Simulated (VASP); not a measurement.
# Ca (I4/mmm) in VASP: single point with r2SCAN

Aim: the single point of Ca with r2SCAN.

Everything below comes from runs of VASP 6.6.1. Logs are shortened: lines on timing, memory, paths and dates and some standing lists are left out, and cuts for length are marked.

### 1 The cell of the first run

The typed cell holds 1 atom: a = 3.991 Å, b = 3.991 Å, c = 3.991 Å, α = 120.00°, β = 120.00°, γ = 90.01°.

### 2 Single point, r2SCAN

Input file POSCAR:

```
Ca
1.0
   -1.9957135922      1.9957135922      2.8219390194
    1.9957135922     -1.9957135922      2.8219390194
    1.9957135922      1.9957135922     -2.8219390194
Ca
1
Direct
    0.0000000000      0.0000000000      0.0000000000
```

Input file INCAR.step1:

```
SYSTEM = Ca
PREC = Accurate
ENCUT = 520
ISMEAR = 0
SIGMA = 0.15
LREAL = .FALSE.
LASPH = .TRUE.
NELM = 80
NBANDS = 11
GGA = PE
ALGO = Normal
EDIFF = 1E-4
LWAVE = .TRUE.
LCHARG = .FALSE.
```

Input file INCAR.step2:

```
SYSTEM = Ca
PREC = Accurate
ENCUT = 520
EDIFF = 1E-6
ISMEAR = 0
SIGMA = 0.15
LREAL = .FALSE.
LASPH = .TRUE.
NELM = 80
ALGO = Normal
ISIF = 2
LWAVE = .FALSE.
LCHARG = .FALSE.
METAGGA = R2SCAN
LMIXTAU = .TRUE.
NBANDS = 11
ISTART = 1
```

Input file KPOINTS:

```
regular mesh
0
G
  16 16 16
  0 0 0
```

Potentials or basis: VASP PAW PBE potentials, release 64 (Ca_sv).

Started as:

```console
> cat potpaw_PBE.64/Ca_sv/POTCAR > POTCAR
> cp INCAR.step1 INCAR
> mpirun -np 1 vasp_std > vasp.out
> cp INCAR.step2 INCAR
> mpirun -np 1 vasp_std > vasp.out
```

OUTCAR:

```text
SYSTEM = Ca
   PREC = Accurate
   ENCUT = 520
   EDIFF = 1E-6
   ISMEAR = 0
   LREAL = .FALSE.
   LASPH = .TRUE.
   NELM = 80
   ISIF = 2
   METAGGA = R2SCAN
   ISTART = 1

 ion  position               nearest neighbor table
   1  0.000  0.000  0.000-

  LATTYP: Found a body centered tetragonal cell.
 ALAT       =     3.9914271844
 C/A-ratio  =     1.4140000000

  Lattice vectors:

 A1 = (  -1.9957135922,   1.9957135922,   2.8219390194)
 A2 = (   1.9957135922,  -1.9957135922,   2.8219390194)
 A3 = (   1.9957135922,   1.9957135922,  -2.8219390194)

Analysis of symmetry for initial positions (statically):
=====================================================================
 Subroutine PRICEL returns:
 Original cell was already a primitive cell.

 Routine SETGRP: Setting up the symmetry group for a
 body centered tetragonal supercell.

 Subroutine GETGRP returns: Found 16 space group operations
 (whereof 16 operations were pure point group operations)
 out of a pool of 16 trial point group operations.

The static configuration has the point symmetry D_4h.

Analysis of symmetry for dynamics (positions and initial velocities):
=====================================================================
 Subroutine PRICEL returns:
 Original cell was already a primitive cell.

 Routine SETGRP: Setting up the symmetry group for a
 body centered tetragonal supercell.

 Subroutine GETGRP returns: Found 16 space group operations
 (whereof 16 operations were pure point group operations)
 out of a pool of 16 trial point group operations.

The dynamic configuration has the point symmetry D_4h.

 Subroutine INISYM returns: Found 16 space group operations
 (whereof 16 operations are pure point group operations),
 and found     1 'primitive' translations

----------------------------------------------------------------------------------------

                                     Primitive cell

  volume of cell :      44.9577

  direct lattice vectors                    reciprocal lattice vectors
    -1.995713592  1.995713592  2.821939019     0.000000000  0.250536952  0.177183134
     1.995713592 -1.995713592  2.821939019     0.250536952  0.000000000  0.177183134
     1.995713592  1.995713592 -2.821939019     0.250536952  0.250536952  0.000000000

  length of vectors
     3.991125820  3.991125820  3.991125820     0.306859296  0.306859296  0.354312755

  position of ions in fractional coordinates (direct lattice)
     0.000000000  0.000000000  0.000000000

  ion indices of the primitive-cell ions
   primitive index   ion index
                 1           1

[... 77 lines left out ...]
   ISIF   =      2    stress and relaxation
   ISYM   =      2    0-nonsym 1-usesym 2-fastsym
   POTIM  = 0.5000    time-step for ionic-motion
   TEBEG  =    0.0;   TEEND  =   0.0 temperature during run
   PSTRESS=    0.0 pullay stress
   NELECT =      10.0000    total number of electrons
   NUPDOWN=      -1.0000    fix difference up-down
   EMIN   =  10.00;   EMAX   =-10.00  energy-range for DOS
   EFERMI =   0.00;   METHOD = LEGACY
   ISMEAR =     0;   SIGMA  =   0.15  broadening in eV -4-tet -1-fermi 0-gaus
   EFERMI_NEDOS =   21; number of points for ismear=-14 and -15
   IALGO  =     38    algorithm
   IMIX   =      4    mixing-type and parameters
     AMIX     =   0.40;   BMIX     =  1.00
     AMIX_MAG =   1.60;   BMIX_MAG =  1.00
  volume/ion in A,a.u.               =      44.96       303.39
  Fermi-wavevector in a.u.,A,eV,Ry     =   0.991913  1.874443 13.386649  0.983891
  Thomas-Fermi vector in A             =   2.123688
   LORBIT       =      0    0 simple, 1 ext, 2 COOP (PROOUT), +10 PAW based schemes
   METAGGA = R2SCAN    functional components
   LHFCALC =     F    Hartree Fock is set to
   AEXX    =    0.0000 exact exchange contribution
   IVDW    =     0    specifies the selected vdW correction
   LEPSILON=     F    determine dielectric tensor
   LRPA    =     F    only Hartree local field effects (RPA)
 non-spin polarized calculation
 Gauss-broadening in eV      SIGMA  =   0.15
  energy-cutoff  :      520.00
  volume of cell :       44.96
 maximum number of plane-waves:      1243
 NGX is ok and might be reduce to    30
   NGX = 15   NGY = 15   NGZ = 15

 number of electron      10.0000000 magnetization

 Free energy of the ion-electron system (eV)
  ---------------------------------------------------
  ext. energy  EPLUGINS =         0.00000000
  ---------------------------------------------------
  free energy    TOTEN  =        -7.03571045 eV

  energy without entropy =       -7.02216018  energy(sigma->0) =       -7.02893532

 E-fermi :   1.7589     XC(G=0):  -8.0142

 val. band max:        1.7351223658   @ k =  -0.4375   0.4375   0.3750
 cond. band min:       1.7613722709   @ k =  -0.3750   0.4375   0.2500
 fundamental gap:      0.0262499051
 Fermi energy:         1.7589230562

 k-point     1 :       0.0000    0.0000    0.0000
  band No.  band energies     occupation
      1     -42.1780      2.00000
      2     -22.2127      2.00000
      3     -22.2127      2.00000
      4     -22.2127      2.00000
      5      -2.4208      2.00000
      6       4.3708      0.00000
      7       4.3709      0.00000
      8       4.3715      0.00000
      9       5.4231      0.00000
     10       5.4239      0.00000
     11      11.0899      0.00000
[... 309 lines left out ...]
 k-point    24 :      -0.0625    0.0625    0.0000
  band No.  band energies     occupation
      1     -42.1775      2.00000
      2     -22.2170      2.00000
      3     -22.2143      2.00000
      4     -22.2143      2.00000
      5      -2.3311      2.00000
      6       4.2729      0.00000
      7       4.4036      0.00000
      8       4.4042      0.00000
      9       5.3340      0.00000
     10       5.4466      0.00000
     11      11.1969      0.00000

 [... further k-points ...]
[... 5 lines left out ...]
  --------------------------------------------------------------------------------------
  -------------------------------------------------------------------------------------
  Total       -0.1826050     -0.1826050     -0.1825338      0.0000000      0.0000000      0.0000000
  in kB       -6.5075754     -6.5075754     -6.5050368      0.0000000      0.0000000      0.0000000
  external PRESSURE =      -6.5067292 kB  Pullay stress =       0.0000000 kB

 VOLUME and BASIS-vectors are now :
 -----------------------------------------------------------------------------
  energy-cutoff  :      520.00
  volume of cell :       44.96
      direct lattice vectors                 reciprocal lattice vectors
    -1.995713592  1.995713592  2.821939019     0.000000000  0.250536952  0.177183134
     1.995713592 -1.995713592  2.821939019     0.250536952  0.000000000  0.177183134
     1.995713592  1.995713592 -2.821939019     0.250536952  0.250536952  0.000000000

 POSITION                                       TOTAL-FORCE (eV/Angst)
 -----------------------------------------------------------------------------------
      0.00000      0.00000      0.00000         0.000000     -0.000000      0.000000
 -----------------------------------------------------------------------------------
    total drift:                                0.000000     -0.000000      0.000000

  FREE ENERGIE OF THE ION-ELECTRON SYSTEM (eV)
  ---------------------------------------------------
  free  energy   TOTEN  =        -7.0357104507 eV

  energy  without entropy=       -7.0221601825  energy(sigma->0) =       -7.02893532
```

OUTCAR.step1:

```text
SYSTEM = Ca
   PREC = Accurate
   ENCUT = 520
   ISMEAR = 0
   LREAL = .FALSE.
   LASPH = .TRUE.
   NELM = 80
[... 554 lines left out ...]
 -----------------------------------------------------------------------------------
      0.00000      0.00000      0.00000        -0.000000     -0.000000     -0.000000
 -----------------------------------------------------------------------------------
    total drift:                                0.000000      0.000000      0.000000

  FREE ENERGIE OF THE ION-ELECTRON SYSTEM (eV)
  ---------------------------------------------------
  free  energy   TOTEN  =        -1.9287069792 eV

  energy  without entropy=       -1.9129908589  energy(sigma->0) =       -1.92084892
```

Wall time 11 min (1 thread of Intel Xeon 8259CL, shared host); peak memory 0.3 GiB.

Results:

```yaml
Free_energy: -7.0357 eV
Pressure: -0.7 GPa
Band_gap_on_the_k_mesh: zero (bands 5 and 6 overlap by 0.62 eV)
```

Levels at points of the mesh, in eV from the Fermi level:
```tsv
k point	band 3	band 4	band 5	band 6	band 7	band 8
(0.00, 0.00, 0.00)	-23.97	-23.97	-4.18	2.61	2.61	2.61
(0.50, 0.00, 0.00)	-23.99	-23.99	-0.93	-0.33	2.48	2.48
(0.50, 0.50, 0.00)	-24.01	-24.01	-0.35	0.78	0.82	4.32
(0.50, 0.50, 0.50)	-24.01	-24.01	-0.35	0.78	0.83	4.32
```

Caveat: the PAW data sets were made with another functional, which shifts forces and pressure a little.
